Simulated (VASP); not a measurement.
Runs of VASP 6.6.1 on V. The structure is that of space group Im-3m (No. 229), or close to it. The cells are those of the table. 

```csv
task,cell,cutoff (eV),gap on the mesh (eV),pressure (GPa)
relaxation of cell and atoms,"relaxed to 130 GPa from a = 2.297 Å, angles 109.5°, 1 atom",600,none,130.0
single point,"a = 2.303 Å, angles 109.5°, 1 atom",520,none,127.9
relaxation of cell and atoms,"relaxed from a = 2.597 Å, angles 109.5°, 1 atom",600,none,0.0
relaxation of cell and atoms,"relaxed to 130 GPa from a = 2.303 Å, angles 109.5°, 1 atom",600,none,130.0
single point,"a = 2.297 Å, angles 109.5°, 1 atom",520,none,(a)
single point,"a = 2.597 Å, angles 109.5°, 1 atom",520,none,0.2
```

Alike in all rows: level PBE; potentials or basis VASP PAW PBE potentials, release 64 (V_sv); no spin polarisation; k mesh 20 × 20 × 20; smearing fermi-dirac 0.1 eV.

Problem. Estimate the missing entries.

Solution. (a) 132.6.

Caveats: the cell is relaxed towards a set pressure, so the enthalpy falls and the energy may rise (some runs).

A gap of «none» marks levels without a gap at the run's occupations.
